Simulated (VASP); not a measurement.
Here is a VASP 6.6.1 calculation.

The input INCAR:

```
SYSTEM = Si
  PREC = Accurate
  ENCUT = 520
  EDIFF = 1E-6
  ISMEAR = 0
  SIGMA = 0.15
  LREAL = .False.
  LASPH = .True.
  NELM = 60
  ALGO = Normal
  ISIF = 2
  LWAVE = .False.
  LCHARG = .False.
  GGA = PS
  NBANDS = 8
```

File KPOINTS:

```
Automatic mesh
0
Gamma
  22 22 22
  0 0 0
```

POSCAR

```
Si
1.0
    0.0000000000      1.8726139301      1.8726139301
    1.9108305409     -0.0382166108      1.9108305409
    1.9108305409      1.9108305409     -0.0382166108
Si
1
Direct
    0.0000000000      0.0000000000      0.0000000000
```

Potentials or basis: VASP PAW PBE potentials, release 64 (Si).

Launch:

```bash
$ cat potpaw_PBE.64/Si/POTCAR > POTCAR
$ mpirun -np 1 vasp_std > vasp.out
```

(1) Estimate the band gap on the k mesh.

(2) Estimate the pressure.

## Answers

(1) zero (bands 2 and 3 overlap by 14.07 eV).

(2) 0.9 GPa.

Caveat: the cell differs from its parent crystal (strain -0.0400 x Voigt [0, 0, 0, 1, 0, 0]); the PAW data sets were made with another functional, which shifts forces and pressure a little.
